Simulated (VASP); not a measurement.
A run of VASP 6.6.1:

INCAR

```
SYSTEM = BP
  PREC = Accurate
  ENCUT = 520
  EDIFF = 1E-6
  ISMEAR = 0
  SIGMA = 0.01
  LREAL = .False.
  LASPH = .True.
  NELM = 100
  ALGO = Normal
  ISIF = 2
  LWAVE = .False.
  LCHARG = .True.
  GGA = PE
  LELF = .True.
  LVHAR = .True.
  NBANDS = 11
```

KPOINTS

```
Automatic mesh
0
Gamma
  8 8 8
  0 0 0
```

The input POSCAR:

```
BP
1.0
    0.0000000000      2.2683155501      2.2683155501
    2.2683155501      0.0000000000      2.2683155501
    2.2683155501      2.2683155501      0.0000000000
B P
1 1
Direct
    0.0000000000      0.0000000000      0.0000000000
    0.2500000000      0.2500000000      0.2500000000
```

Potentials or basis: VASP PAW PBE potentials, release 64 (B, P).

Run with:

```console
$ cat potpaw_PBE.64/B/POTCAR potpaw_PBE.64/P/POTCAR > POTCAR
$ mpirun -np 1 vasp_std > vasp.out
```

Hardware: 1 thread of Intel(R) Xeon(R) Platinum 8488C (Sapphire Rapids) (shared host).

**Question.** How long does it take, and how much memory?

**Answer.** It took 4 s on 1 thread of Intel(R) Xeon(R) Platinum 8488C (Sapphire Rapids), with other jobs on the host, peak memory 0.13 GiB. Counts: scf iterations 12, k points 29.
